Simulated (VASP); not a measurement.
Set up this calculation in VASP 6.6.1, as the native input.

- Task: electric field gradients
- Functional: PBEsol
- Potentials or basis: VASP PAW PBE potentials, release 64 (Zr_sv)
- Cutoff: 520 eV
- k mesh: 13 × 13 × 7
- Occupations: fermi-dirac, width 0.08 eV
- Spin: no spin polarisation
- Dipole correction: no
- Further INCAR settings: ALGO = Normal; EDIFF = 1e-08; NBANDS = 19

The structure of Zr lies in POSCAR:

```
Zr
1.0
    3.2103063057      0.0000000000      0.0000000000
   -1.6051531528      2.7802068146      0.0000000000
    0.0000000000      0.0000000000      5.1124553350
Zr
2
Direct
    0.3333333333      0.6666666667      0.2500000000
    0.6666666667      0.3333333333      0.7500000000
```

One way to write it, as run:

INCAR

```
PREC = Accurate
ENCUT = 520
EDIFF = 1E-8
ISMEAR = -1
SIGMA = 0.08
LREAL = False
LASPH = True
NELM = 60
ALGO = Normal
ISIF = 2
LWAVE = False
LCHARG = False
GGA = PS
LEFG = True
NBANDS = 19
```

KPOINTS

```
regular mesh
0
Gamma
  13 13 7
```

Potentials or basis: VASP PAW PBE potentials, release 64 (Zr_sv).

The run is started by

```bash
$ cat potpaw_PBE.64/Zr_sv/POTCAR > POTCAR
$ mpirun -np 1 vasp_std > vasp.out
```

Results of the run:

- Pressure: -1.4 GPa
- Band gap on the k mesh: zero (bands 12 and 13 overlap by 1.12 eV)
- Largest electric field gradient by atom: Zr +43.6 V/Å²

Caveat: without QUAD_EFG the Cq values of the log hold for a quadrupole moment of 1 mb, not for the nuclei; the PAW data sets were made with another functional, which shifts forces and pressure a little.

It took 58 s on 1 thread of Intel(R) Xeon(R) Platinum 8259CL CPU @ 2.50GHz (Skylake/Cascade Lake), with other jobs on the host, peak memory 0.19 GiB.
